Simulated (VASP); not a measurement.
Here is a VASP 6.6.1 calculation.

Contents of INCAR:

```
SYSTEM = NaF
  PREC = Accurate
  ENCUT = 520
  EDIFF = 1E-6
  ISMEAR = 0
  SIGMA = 0.05
  LREAL = .False.
  LASPH = .True.
  NELM = 100
  ALGO = Normal
  ISIF = 2
  LWAVE = .False.
  LCHARG = .False.
  GGA = PS
  NBANDS = 14
```

KPOINTS

```
Automatic mesh
0
Gamma
  8 8 8
  0 0 0
```

POSCAR

```
NaF
1.0
    0.0000000000      2.4975475000      2.3233000000
    2.1490525000      0.0000000000      2.3233000000
    2.1490525000      2.4975475000      0.0000000000
Na F
1 1
Direct
    0.0000000000      0.0000000000      0.0000000000
    0.5000000000      0.5000000000      0.5000000000
```

Potentials or basis: VASP PAW PBE potentials, release 64 (Na_pv, F).

The run is started by

```sh
$ cat potpaw_PBE.64/Na_pv/POTCAR potpaw_PBE.64/F/POTCAR > POTCAR
$ mpirun -np 1 vasp_std > vasp.out
```

(1) Estimate the pressure.

(2) Predict the band gap on the k mesh.

## Answers

(1) 1.8 GPa.

(2) 6.11 eV, direct.

Caveat: the cell differs from its parent crystal (strain -0.0750 x Voigt [1, -1, 0, 0, 0, 0]); the PAW data sets were made with another functional, which shifts forces and pressure a little.
